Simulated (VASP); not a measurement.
**Ti: single point with LDA**

Ti:

```xyz
1
Lattice="0.0000 1.9171 1.9171 1.9171 0.0000 1.9171 1.9171 1.9171 0.0000" Properties=species:S:1:pos:R:3 pbc="T T T"
Ti    0.0000    0.0000    0.0000
```

This isn't the form of Ti at room conditions, which is hcp.

```json
{"Program": "VASP 6.6.1", "Task": "single point", "Functional": "LDA", "Potentials or basis": "VASP PAW LDA potentials, release 64 (Ti_sv)", "Cutoff": "520 eV", "k mesh": "22 × 22 × 22", "Occupations": "gaussian, width 0.15 eV", "Spin": "no spin polarisation"}
```

The pressure is 19.0 GPa and the band gap on the k mesh is zero (bands 6 and 7 overlap by 1.58 eV).

Levels at points of the mesh, in eV from the Fermi level:
```tsv
k point	band 4	band 5	band 6	band 7	band 8	band 9
(0.00, 0.00, 0.00)	-31.63	-6.42	0.93	0.93	0.93	3.07
(0.50, 0.00, 0.00)	-31.79	-3.11	0.74	0.74	1.44	4.54
(0.50, 0.50, 0.00)	-32.08	-3.42	-2.41	4.10	4.51	4.93
```

It took 74 s on 1 thread of Intel Xeon 8259CL, on a shared host, peak memory 0.16 GiB.

Caveat: the cell stands under pressure.
